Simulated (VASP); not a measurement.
# Pt (P6_3/mmc) in VASP: further runs

The runs below take Pt through single point, with LDA.

All numbers are computed with VASP 6.6.1; they aren't measurements. Logs are shortened: lines on timing, memory, paths and dates and some standing lists are left out, and cuts for length are marked.

**1. The cell of the first run**

Symmetry: P6_3/mmc, No. 194, hexagonal system. The conventional cell has a = 2.761 Å, b = 2.761 Å, c = 4.792 Å, α = 90.00°, β = 90.00°, γ = 120.00°. Within 3.6 Å of Pt (site symmetry -6m2) lie 12 Pt at 2.76 to 2.88 Å.

**2. Single point, LDA**

INCAR

```
PREC = Accurate
ENCUT = 520
EDIFF = 1E-6
ISMEAR = 0
SIGMA = 0.15
LREAL = False
LASPH = True
NELM = 80
ALGO = Fast
ISIF = 2
LWAVE = False
LCHARG = False
GGA = CA
NBANDS = 17
```

KPOINTS

```
regular mesh
0
Gamma
  21 21 10
```

POSCAR

```
Pt
1.0
    2.7606656158      0.0000000000      0.0000000000
   -1.3803328079      2.3908065546      0.0000000000
    0.0000000000      0.0000000000      4.7921340000
Pt
2
Direct
    0.6666666667      0.3333333333      0.7500000000
    0.3333333333      0.6666666667      0.2500000000
```

Potentials or basis: VASP PAW LDA potentials, release 64 (Pt).

On the command line:

```
cat potpaw_LDA.64/Pt/POTCAR > POTCAR
mpirun -np 1 vasp_std > vasp.out
```

OUTCAR:

```text
PREC = Accurate
   ENCUT = 520
   EDIFF = 1E-6
   ISMEAR = 0
   LREAL = False
   LASPH = True
   NELM = 80
   ISIF = 2
   GGA = CA

 ion  position               nearest neighbor table
   1  0.667  0.333  0.750-   2 2.88   2 2.88   2 2.88   2 2.88   2 2.88   2 2.88
   2  0.333  0.667  0.250-   1 2.88   1 2.88   1 2.88   1 2.88   1 2.88   1 2.88

  LATTYP: Found a hexagonal cell.
 ALAT       =     2.7606656158
 C/A-ratio  =     1.7358618054

  Lattice vectors:

 A1 = (   2.7606656158,   0.0000000000,   0.0000000000)
 A2 = (  -1.3803328079,   2.3908065546,   0.0000000000)
 A3 = (   0.0000000000,   0.0000000000,   4.7921340000)

Analysis of symmetry for initial positions (statically):
=====================================================================
 Subroutine PRICEL returns:
 Original cell was already a primitive cell.

 Routine SETGRP: Setting up the symmetry group for a
 hexagonal supercell.

 Subroutine GETGRP returns: Found 24 space group operations
 (whereof 12 operations were pure point group operations)
 out of a pool of 24 trial point group operations.

The static configuration has the point symmetry D_3d.
 The point group associated with its full space group is D_6h.

Analysis of symmetry for dynamics (positions and initial velocities):
=====================================================================
 Subroutine PRICEL returns:
 Original cell was already a primitive cell.

 Routine SETGRP: Setting up the symmetry group for a
 hexagonal supercell.

 Subroutine GETGRP returns: Found 24 space group operations
 (whereof 12 operations were pure point group operations)
 out of a pool of 24 trial point group operations.

The dynamic configuration has the point symmetry D_3d.
 The point group associated with its full space group is D_6h.

 Subroutine INISYM returns: Found 24 space group operations
 (whereof 12 operations are pure point group operations),
 and found     1 'primitive' translations

----------------------------------------------------------------------------------------

                                     Primitive cell

  volume of cell :      31.6291

  direct lattice vectors                    reciprocal lattice vectors
     2.760665616  0.000000000  0.000000000     0.362231483  0.209134444  0.000000000
    -1.380332808  2.390806555  0.000000000     0.000000000  0.418268888  0.000000000
     0.000000000  0.000000000  4.792134000     0.000000000  0.000000000  0.208675300

  length of vectors
     2.760665616  2.760665616  4.792134000     0.418268888  0.418268888  0.208675300

  position of ions in fractional coordinates (direct lattice)
     0.666666667  0.333333333  0.750000000
     0.333333333  0.666666667  0.250000000

  ion indices of the primitive-cell ions
   primitive index   ion index
                 1           1
                 2           2

----------------------------------------------------------------------------------------

 KPOINTS: regular mesh

Automatic generation of k-mesh.
 Grid dimensions read from file:
 generate k-points for:   21   21   10

 Generating k-lattice:

  Cartesian coordinates                     Fractional coordinates (reciprocal lattice)
     0.017249118  0.009958783  0.000000000     0.047619048  0.000000000  0.000000000
     0.000000000  0.019917566  0.000000000     0.000000000  0.047619048  0.000000000
     0.000000000  0.000000000  0.020867530     0.000000000  0.000000000  0.100000000

  Length of vectors
     0.019917566  0.019917566  0.020867530

  Shift w.r.t. Gamma in fractional coordinates (k-lattice)
     0.000000000  0.000000000  0.000000000

 Subroutine IBZKPT returns following result:
 ===========================================

 Found    288 irreducible k-points:

 Following reciprocal coordinates:
            Coordinates               Weight
  0.000000  0.000000  0.000000      1.000000
  0.047619  0.000000  0.000000      6.000000
  0.095238  0.000000  0.000000      6.000000
  0.142857  0.000000  0.000000      6.000000
  0.190476  0.000000  0.000000      6.000000
  0.238095  0.000000  0.000000      6.000000
[... 16 lines left out ...]
  0.142857  0.095238  0.000000     12.000000
  0.190476  0.095238  0.000000     12.000000
 [... further k-points ...]
   k-points           NKPTS =    288   k-points in BZ     NKDIM =    288   number of bands    NBANDS=     17
   number of dos      NEDOS =    301   number of ions     NIONS =      2
   total plane-waves  NPLWV =  20736
   dimension x,y,z NGX =    24 NGY =   24 NGZ =   36
   dimension x,y,z NGXF=    48 NGYF=   48 NGZF=   72
   ions per type =               2
   NGX,Y,Z   is equivalent  to a cutoff of  14.45, 14.45, 12.49 a.u.
   NGXF,Y,Z  is equivalent  to a cutoff of  28.91, 28.91, 24.98 a.u.
 SYSTEM =  unknown system
   PREC   = accura    normal or accurate (medium, high low for compatibility)
   ISTART =      0    job   : 0-new  1-cont  2-samecut
   ICHARG =      2    charge: 1-file 2-atom 10-const
   ISPIN  =      1    spin polarized calculation?
   LNONCOLLINEAR =      F non collinear calculations
   LSORBIT =      F    spin-orbit coupling
   LASPH  =      T    aspherical Exc in radial PAW
   ENCUT  =  520.0 eV  38.22 Ry    6.18 a.u.   5.13  5.13  8.91*2*pi/ulx,y,z
   NELM   =     80;   NELMIN=  2; NELMDL= -5     # of ELM steps
   EDIFF  = 0.1E-05   stopping-criterion for ELM
   LREAL  =      F    real-space projection
   EDIFFG = 0.1E-04   stopping-criterion for IOM
   NSW    =      0    number of steps for IOM
   IBRION =     -1    ionic relax: 0-MD 1-quasi-New 2-CG
   NFREE  =      0    steps in history (QN), initial steepest desc. (CG)
   ISIF   =      2    stress and relaxation
   ISYM   =      2    0-nonsym 1-usesym 2-fastsym
   POTIM  = 0.5000    time-step for ionic-motion
   TEBEG  =    0.0;   TEEND  =   0.0 temperature during run
   PSTRESS=    0.0 pullay stress
   NELECT =      20.0000    total number of electrons
   NUPDOWN=      -1.0000    fix difference up-down
   EMIN   =  10.00;   EMAX   =-10.00  energy-range for DOS
   EFERMI =   0.00;   METHOD = LEGACY
   ISMEAR =     0;   SIGMA  =   0.15  broadening in eV -4-tet -1-fermi 0-gaus
   EFERMI_NEDOS =   21; number of points for ismear=-14 and -15
   IALGO  =     68    algorithm
   IMIX   =      4    mixing-type and parameters
     AMIX     =   0.40;   BMIX     =  1.00
     AMIX_MAG =   1.60;   BMIX_MAG =  1.00
  volume/ion in A,a.u.               =      15.81       106.72
  Fermi-wavevector in a.u.,A,eV,Ry     =   1.405149  2.655347 26.863944  1.974444
  Thomas-Fermi vector in A             =   2.527639
   LORBIT       =      0    0 simple, 1 ext, 2 COOP (PROOUT), +10 PAW based schemes
   GGA     = CA    functional components
   LHFCALC =     F    Hartree Fock is set to
   AEXX    =    0.0000 exact exchange contribution
   IVDW    =     0    specifies the selected vdW correction
   LEPSILON=     F    determine dielectric tensor
   LRPA    =     F    only Hartree local field effects (RPA)
 non-spin polarized calculation
 RMM-DIIS sequential band-by-band and
 Gauss-broadening in eV      SIGMA  =   0.15
  energy-cutoff  :      520.00
  volume of cell :       31.63
 maximum number of plane-waves:       868
 NGX is ok and might be reduce to    24
   NGX = 11   NGY = 11   NGZ = 17

 number of electron      20.0000004 magnetization

 Free energy of the ion-electron system (eV)
  ---------------------------------------------------
  ext. energy  EPLUGINS =         0.00000000
  ---------------------------------------------------
  free energy    TOTEN  =       -14.80830230 eV

  energy without entropy =      -14.76368843  energy(sigma->0) =      -14.78599537

 E-fermi :  10.2091     XC(G=0): -13.4087

 val. band max:       10.2066357901   @ k =   0.2857   0.0476   0.5000
 cond. band min:      10.2107711750   @ k =   0.3333   0.1905   0.5000
 fundamental gap:      0.0041353849
 Fermi energy:        10.2090825076

 k-point     1 :       0.0000    0.0000    0.0000
  band No.  band energies     occupation
      1       0.5074      2.00000
      2       3.1386      2.00000
      3       6.2554      2.00000
      4       6.7806      2.00000
      5       6.7806      2.00000
      6       7.1449      2.00000
[... 9 lines left out ...]
     16      27.4727      0.00000
     17      31.1769      0.00000

 k-point     2 :       0.0476    0.0000    0.0000
  band No.  band energies     occupation
      1       0.5901      2.00000
      2       3.2154      2.00000
      3       6.2527      2.00000
      4       6.7715      2.00000
      5       6.8438      2.00000
      6       7.1030      2.00000
[... 9 lines left out ...]
     16      27.5864      0.00000
     17      30.6335      0.00000

 k-point     3 :       0.0952    0.0000    0.0000
  band No.  band energies     occupation
      1       0.8338      2.00000
      2       3.4362      2.00000
      3       6.2084      2.00000
      4       6.7799      2.00000
      5       7.0039      2.00000
      6       7.0311      2.00000
[... 9 lines left out ...]
     16      27.7953      0.00000
     17      29.6952      0.00000

 k-point     4 :       0.1429    0.0000    0.0000
  band No.  band energies     occupation
      1       1.2242      2.00000
      2       3.7664      2.00000
      3       6.0916      2.00000
      4       6.7192      2.00000
      5       7.0419      2.00000
      6       7.2323      2.00000
[... 9 lines left out ...]
     16      27.7072      0.00000
     17      29.1011      0.00000
[... 343 lines left out ...]
      1       1.4533      2.00000
      2       3.9634      2.00000
      3       5.9780      2.00000
      4       6.7329      2.00000
      5       6.9614      2.00000
      6       6.9839      2.00000
[... 9 lines left out ...]
     16      27.2060      0.00000
     17      28.5464      0.00000

 k-point    23 :       0.1429    0.0952    0.0000
  band No.  band energies     occupation
      1       1.9561      2.00000
      2       4.3320      2.00000
      3       5.8087      2.00000
      4       6.4499      2.00000
      5       6.5649      2.00000
      6       7.1815      2.00000
[... 9 lines left out ...]
     16      27.4659      0.00000
     17      27.9903      0.00000

 k-point    24 :       0.1905    0.0952    0.0000
  band No.  band energies     occupation
      1       2.5373      2.00000
      2       4.5979      2.00000
      3       5.7673      2.00000
      4       5.9545      2.00000
      5       6.4373      2.00000
      6       7.2446      2.00000
[... 9 lines left out ...]
     16      26.6855      0.00000
     17      28.3884      0.00000

 [... further k-points ...]
[... 5 lines left out ...]
  --------------------------------------------------------------------------------------
  -------------------------------------------------------------------------------------
  Total       -2.9974729     -2.9974729     -2.9944991      0.0000000      0.0000000      0.0000000
  in kB     -151.8373639   -151.8373639   -151.6867240      0.0000000      0.0000000      0.0000000
  external PRESSURE =    -151.7871506 kB  Pullay stress =       0.0000000 kB

 VOLUME and BASIS-vectors are now :
 -----------------------------------------------------------------------------
  energy-cutoff  :      520.00
  volume of cell :       31.63
      direct lattice vectors                 reciprocal lattice vectors
     2.760665616  0.000000000  0.000000000     0.362231483  0.209134444  0.000000000
    -1.380332808  2.390806555  0.000000000     0.000000000  0.418268888  0.000000000
     0.000000000  0.000000000  4.792134000     0.000000000  0.000000000  0.208675300

 POSITION                                       TOTAL-FORCE (eV/Angst)
 -----------------------------------------------------------------------------------
      1.38033      0.79694      3.59410        -0.000000      0.000000      0.000000
     -0.00000      1.59387      1.19803         0.000000     -0.000000      0.000000
 -----------------------------------------------------------------------------------
    total drift:                               -0.000000      0.000000     -0.000000

  FREE ENERGIE OF THE ION-ELECTRON SYSTEM (eV)
  ---------------------------------------------------
  free  energy   TOTEN  =       -14.8083023042 eV

  energy  without entropy=      -14.7636884327  energy(sigma->0) =      -14.78599537
```

Run time: 88 s. Hardware: 1 thread of Intel Xeon Platinum 8259CL at 2.50GHz (Skylake/Cascade Lake), shared host; peak memory 0.24 GiB.

Results:

```yaml
Free_energy: -14.8083 eV
Pressure: -15.2 GPa
Band_gap_on_the_k_mesh: zero (band 10 reaches 10.67 eV, above the bottom of band 11 at 9.43 eV)
```

Levels at points of the mesh, in eV from the Fermi level:
```tsv
k point	band 7	band 8	band 9	band 10	band 11	band 12	band 13	band 14
(0.00, 0.00, 0.00)	-3.06	-1.79	-1.79	-0.72	-0.21	-0.21	4.65	15.12
(0.00, 0.00, 0.50)	-3.42	-3.42	-0.78	-0.78	-0.78	-0.78	11.90	11.90
```

Caveat: spin-orbit coupling is left out, which moves the levels of the heavy elements.

**3. Single point, LDA**

INCAR

```
PREC = Accurate
ENCUT = 500
EDIFF = 1E-6
ISMEAR = 0
SIGMA = 0.15
LREAL = False
LASPH = True
NELM = 120
ALGO = Normal
ISIF = 2
LWAVE = False
LCHARG = False
GGA = CA
NBANDS = 25
GGA_COMPAT = False
```

KPOINTS is that of step 2.

POSCAR is that of step 2.

Potentials or basis: VASP PAW LDA potentials, release 64 (Pt_sv_GW).

On the command line:

```
cat potpaw_LDA.64/Pt_sv_GW/POTCAR > POTCAR
mpirun -np 1 vasp_std > vasp.out
```

Run time: 62 s. Hardware: 1 thread of Intel Xeon 6975P-C (Granite Rapids), shared host; peak memory 0.27 GiB.

It converged, with:

```
Free energy            : -14.4384 eV
Pressure               : -18.2 GPa
Band gap on the k mesh : zero (band 18 reaches 10.05 eV, above the bottom of band 19 at 8.81 eV)
```

Stress tensor (GPa, compression positive):
```
-18.18   0.00   0.00
  0.00 -18.18   0.00
  0.00   0.00 -18.09
```

Levels at points of the mesh, in eV from the Fermi level:
```tsv
k point	band 16	band 17	band 18	band 19	band 20	band 21
(0.00, 0.00, 0.00)	-1.78	-1.78	-0.68	-0.21	-0.21	4.67
(0.00, 0.00, 0.50)	-3.40	-0.78	-0.78	-0.78	-0.78	11.93
```

Caveat: spin-orbit coupling is left out, which moves the levels of the heavy elements.
